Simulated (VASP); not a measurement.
Wanted: the native input for a VASP 6.6.1 run.

* Task: single point
* Functional: LDA
* Potentials or basis: VASP PAW LDA potentials, release 64 (Ir_sv_GW)
* Cutoff: 560 eV
* k mesh: 16 × 16 × 16
* Occupations: fermi-dirac, width 0.15 eV
* Spin: no spin polarisation
* Dipole correction: no
* Further INCAR settings: ALGO = Normal; EDIFF = 1e-06; NBANDS = 14

The structure of Ir lies in POSCAR:

```
Ir
1.0
   -1.5313032434      1.5313032434      1.5313032434
    1.5313032434     -1.5313032434      1.5313032434
    1.5313032434      1.5313032434     -1.5313032434
Ir
1
Direct
    0.0000000000      0.0000000000      0.0000000000
```

This isn't the form of Ir at room conditions, which is fcc.

The input as run:

INCAR

```
SYSTEM = Ir
  ALGO = Normal
  EDIFF = 1E-6
  ENCUT = 560
  GGA = CA
  GGA_COMPAT = .FALSE.
  ISIF = 2
  ISMEAR = -1
  LASPH = .TRUE.
  LCHARG = .TRUE.
  LELF = .TRUE.
  LREAL = .FALSE.
  LVHAR = .TRUE.
  LWAVE = .FALSE.
  NBANDS = 14
  NELM = 120
  PREC = Accurate
  SIGMA = 0.15
```

KPOINTS

```
k-points
0
G
  16 16 16
  0 0 0
```

Potentials or basis: VASP PAW LDA potentials, release 64 (Ir_sv_GW).

The run is started by

```bash
$ cat potpaw_LDA.64/Ir_sv_GW/POTCAR > POTCAR
$ mpirun -np 1 vasp_std > vasp.out
```

It gave:

```json
{
  "Pressure": "-0.5 GPa",
  "Band gap on the k mesh": "zero (an odd number of electrons rules out a gap without spin polarisation)"
}
```

Caveat: spin-orbit coupling is left out, which moves the levels of the heavy elements.

It took 17 s on 1 thread of AMD EPYC 7R13 Processor (Zen 3), on a shared host, peak memory 0.12 GiB.
